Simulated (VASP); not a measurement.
HgTe, 2 atoms in the cell. The structure is tetragonal, space group I-4m2 (No. 119). Conventional cell: a = 4.513 Å, b = 4.513 Å, c = 6.447 Å, α = 90.00°, β = 90.00°, γ = 90.00°. Hg (site symmetry -4m2) has 4 Te at 2.77 Å within 3.7 Å. Te (site symmetry -4m2) has 4 Hg at 2.77 Å within 3.7 Å.  This cell differs from its parent crystal: equal xx and yy strain of -1 %.

| Item | Value |
| --- | --- |
| Program | VASP 6.6.1 |
| Task | single point |
| Functional | PBEsol |
| Potentials or basis | VASP PAW PBE potentials, release 64 (Hg, Te) |
| Cutoff | 520 eV |
| k mesh | 9 × 9 × 9 |
| Occupations | fermi-dirac, width 0.05 eV |
| Spin | no spin polarisation |
| Dipole correction | no |
| Further INCAR settings | ALGO = Normal; EDIFF = 1e-06; NBANDS = 16 |

Potentials or basis: VASP PAW PBE potentials, release 64 (Hg, Te).

Command:

```console
$ cat potpaw_PBE.64/Hg/POTCAR potpaw_PBE.64/Te/POTCAR > POTCAR
$ mpirun -np 1 vasp_std > vasp.out
```

Hardware: 1 thread of Intel(R) Xeon(R) 6975P-C (Granite Rapids), with other jobs on the host.

Problem. How long does it take, and how much memory?

Solution. Wall time 30 s on 1 thread of Intel(R) Xeon(R) 6975P-C (Granite Rapids) (shared host), peak memory 0.25 GiB. Counts: scf iterations 13, k points 75.
